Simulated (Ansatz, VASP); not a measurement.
## Two plane-wave programs on HfB2

```xyz
3
Lattice="3.1813 0.0000 0.0000 -1.5907 2.7551 0.0000 0.0000 0.0000 3.5258" Properties=species:S:1:pos:R:3 pbc="T T T"
Hf    0.0000    0.0000    0.0000
B     0.0000    1.8367    1.7629
B     1.5907    0.9184    1.7629
```

Change from the starting cell: volume scaled by 1.04, PAW files.

Alike in both runs: task electric field gradients; functional PBE; k mesh 13 × 13 × 11; occupations fermi-dirac, width 0.05 eV; no spin polarisation.

|  | VASP | Ansatz |
| --- | --- | --- |
| version | VASP 6.6.1 | Ansatz 0.2.0 |
| potentials or method | VASP PAW PBE potentials, release 64 (Hf_pv, B) | PAW with Ansatz's default frozen-core files, scalar-relativistic |
| plane-wave cutoff (eV) | 520 | 420 |
| valence electrons in the cell | 16 | 32 |

|  | VASP | Ansatz | Ansatz less VASP |
| --- | --- | --- | --- |
| pressure (GPa) | -8.4 | -7.9 | +0.45 |
| traceless stress, the component that is largest in VASP (GPa) | 0.91 | 0.79 | -0.120 |
| size of Vzz on the site where it differs most (V/Å²) | 75.3 | 103.6 | +28.32 |

VASP's potentials hold 16 valence electrons a cell and Ansatz's 32, so a difference there can come from the potentials and not from the codes.

Spin-orbit coupling is off throughout.
